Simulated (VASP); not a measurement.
Crystal: SrO.

```
Sr O
1.0
     0.00000    2.43155    2.43155
     2.43155    0.00000    2.43155
     2.43155    2.43155    0.00000
Sr O
1 1
Direct
  0.50000 0.50000 0.50000
  0.00000 0.00000 0.00000
```

This cell differs from its parent crystal: strain -5.8%.

Base run:

* Program: VASP 6.6.1
* Functional: r2SCAN
* Potentials or basis: VASP PAW PBE potentials, release 64 (Sr_sv, O)
* Cutoff: 520 eV
* k mesh: 8 × 8 × 8
* Occupations: gaussian, width 0.01 eV
* Spin: no spin polarisation

Its results: band gap on the k mesh 3.50 eV, direct; pressure 26.0 GPa.

**Question.** The run is repeated on the same cell with these changes: functional from r2SCAN to HSE06; k mesh from 8 × 8 × 8 to 6 × 6 × 6. What comes out?

**Answer.** Band gap on the k mesh 4.54 eV, direct; pressure 25.0 GPa.

Several settings changed at once, so the effect can't be laid on one alone.

Caveats: the PAW data sets were made with another functional, which shifts forces and pressure a little.

A k mesh can miss the band edges.
